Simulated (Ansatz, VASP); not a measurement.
Gd: VASP beside Ansatz

```
Gd
1.0
     3.19421    0.00000    0.00000
     0.00000    3.19421    0.00000
     0.00000    0.00000    3.19421
Gd
1
Direct
  0.00000 0.00000 0.00000
```

Change from the starting cell: volume scaled by 0.9405.

Alike in both runs: task single point; functional PBE; k mesh 10 × 10 × 10; occupations fermi-dirac, width 0.05 eV; collinear spin.

```csv
,VASP,Ansatz
version,VASP 6.6.1,Ansatz 0.2.0
potentials or method,"VASP PAW PBE potentials, release 64 (Gd), cutoff 600 eV","all-electron LAPW, scalar-relativistic"
```

|  | VASP | Ansatz | Ansatz less VASP |
| --- | --- | --- | --- |
| pressure (GPa) | 1.6 | 1.8 | +0.23 |
| net moment per atom (μB) | 7.87 | 7.87 | -0.005 |
| size of the moment on the site where the two differ most (μB) | 7.16 | 7.64 | +0.474 |

Site moments also hang on the region over which each program counts them. Ansatz ran all-electron here, and VASP with PAW potentials.

Spin-orbit coupling is off throughout.
